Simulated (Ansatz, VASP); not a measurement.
**AlOsC6N6: VASP beside Ansatz**

The input INCAR:

```
SYSTEM = AlOsC6N6
ALGO = Normal
EDIFF = 1E-7
EDIFFG = -0.01
ENCUT = 600
GGA = PE
GGA_COMPAT = .False.
IBRION = 2
ISIF = 3
ISMEAR = 0
ISPIN = 2
KPAR = 4
LASPH = .True.
LCHARG = .False.
LMAXMIX = 4
LORBIT = 11
LREAL = .False.
LWAVE = .False.
MAGMOM = 0 0.48 0 0 0 0 0 0 0 0 0 0 0 0
NELM = 200
NELMIN = 4
NSW = 100
PREC = Accurate
SIGMA = 0.1
```

KPOINTS

```
k-points
0
Gamma
  6 6 6
  0 0 0
```

Contents of POSCAR:

```
AlOsC6N6
1.0
    0.0000000000      5.2425371780      5.2425371780
    5.2425371780      0.0000000000      5.2425371780
    5.2425371780      5.2425371780      0.0000000000
Al Os C N
1 1 6 6
Direct
    0.0000000000      0.0000000000      0.0000000000
    0.5000000000      0.5000000000      0.5000000000
    0.8016380152      0.1983619848      0.1983619848
    0.1983619848      0.8016380152      0.1983619848
    0.1983619848      0.1983619848      0.8016380152
    0.1983619848      0.8016380152      0.8016380152
    0.8016380152      0.1983619848      0.8016380152
    0.8016380152      0.8016380152      0.1983619848
    0.6901840879      0.3098159121      0.3098159121
    0.3098159121      0.6901840879      0.3098159121
    0.3098159121      0.3098159121      0.6901840879
    0.3098159121      0.6901840879      0.6901840879
    0.6901840879      0.3098159121      0.6901840879
    0.6901840879      0.6901840879      0.3098159121
```

Input for Ansatz:

```yaml
crystal:
  lattice:
    - [0.0, 5.242537178, 5.242537178]
    - [5.242537178, 0.0, 5.242537178]
    - [5.242537178, 5.242537178, 0.0]
  atoms:
    - { symbol: Al, position: [0.0, 0.0, 0.0] }
    - { symbol: Os, position: [0.5, 0.5, 0.5], spin: 0.48 }
    - { symbol: C, position: [0.8016380152, 0.1983619848, 0.1983619848] }
    - { symbol: C, position: [0.1983619848, 0.8016380152, 0.1983619848] }
    - { symbol: C, position: [0.1983619848, 0.1983619848, 0.8016380152] }
    - { symbol: C, position: [0.1983619848, 0.8016380152, 0.8016380152] }
    - { symbol: C, position: [0.8016380152, 0.1983619848, 0.8016380152] }
    - { symbol: C, position: [0.8016380152, 0.8016380152, 0.1983619848] }
    - { symbol: "N", position: [0.6901840879, 0.3098159121, 0.3098159121] }
    - { symbol: "N", position: [0.3098159121, 0.6901840879, 0.3098159121] }
    - { symbol: "N", position: [0.3098159121, 0.3098159121, 0.6901840879] }
    - { symbol: "N", position: [0.3098159121, 0.6901840879, 0.6901840879] }
    - { symbol: "N", position: [0.6901840879, 0.3098159121, 0.6901840879] }
    - { symbol: "N", position: [0.6901840879, 0.6901840879, 0.3098159121] }
basis:
  ecutwfc: 420
kpoints:
  mp_grid: { grid: [6, 6, 6] }
hamiltonian:
  xc: pbe
scf:
  occupations: { method: gaussian, width: 0.1 }
output:
  forces: true
  stress: true
  eigenvalues: true
  populations: true
magnetization:
  spin_polarized: true
relax:
  adjacent_minimum: "off"
  f_tol: 0.01
  max_steps: 80
  cell: { stress_tol: 0.05 }
```

Alike in both runs: task relaxation of cell and atoms; functional PBE; k mesh 6 × 6 × 6; occupations gaussian, width 0.1 eV; collinear spin.

|  | VASP | Ansatz |
| --- | --- | --- |
| version | VASP 6.6.1 | Ansatz 0.2.0 |
| potentials or method | VASP PAW PBE potentials, release 64 (Al, Os, C, N), cutoff 600 eV | scalar-relativistic, plane waves, PAW |
| valence electrons in the cell | 65 | 73 |

Ansatz gave:

- gap on the k mesh at the Fermi level, each at its own relaxed structure (eV): none
- net moment per atom (μB): 0.07
- size of the moment on the site where the two differ most (μB): 0.43
- relaxed volume (Å³/atom): 20.60
- relaxed cell length with the largest relative difference (Å): 7.416

Task: Estimate VASP's values.

Result: gap on the k mesh at the Fermi level, each at its own relaxed structure (eV): none; net moment per atom (μB): 0.07; size of the moment on the site where the two differ most (μB): 0.71; relaxed volume (Å³/atom): 20.67; relaxed cell length with the largest relative difference (Å): 7.424.

Site moments also hang on the region over which each program counts them. A gap of «none» marks a metal or a gap that the smearing closes. VASP's potentials hold 65 valence electrons a cell and Ansatz's 73, so a difference there can come from the potentials and not from the codes.

Neither program's run includes spin-orbit coupling. Noted on VASP's run: the standard files for N, O and F lose accuracy on very short bonds.
